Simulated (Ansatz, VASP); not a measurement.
# HfO2 in VASP and in Ansatz

```
Hf O
1.0
     0.00000    2.52939    2.52939
     2.52939    0.00000    2.52939
     2.52939    2.52939    0.00000
Hf O
1 2
Cartesian
  0.0000 0.0000 0.0000
  1.2647 1.2647 1.2647
  3.7941 3.7941 3.7941
```

Alike in both runs: functional r2SCAN; k mesh 10 × 10 × 10; occupations fermi-dirac, width 0.02 eV; no spin polarisation.

Ansatz relaxed the structure, and its values are those at the end. VASP's run is a single point on that final structure, the one shown.

```csv
,VASP,Ansatz
version,VASP 6.6.1,Ansatz 0.2.0
potentials or method,"VASP PAW PBE potentials, release 64 (Hf_pv, O), cutoff 520 eV",PAW plane waves
valence electrons in the cell,22,38
```

```tsv
	VASP	Ansatz	Ansatz less VASP
gap on the k mesh at the Fermi level (eV)	4.31	4.30	-0.012
pressure (GPa)	-4.0	0.0	+4.04
```

VASP's potentials were made for PBE, not for r2SCAN. One of these differences is far larger than is usual between the two programs; its cause wasn't traced. The functional is the same, so the differences come from potentials, cutoffs and numerics. VASP's potentials hold 22 valence electrons a cell and Ansatz's 38, so a difference there can come from the potentials and not from the codes.

Neither program's run includes spin-orbit coupling.
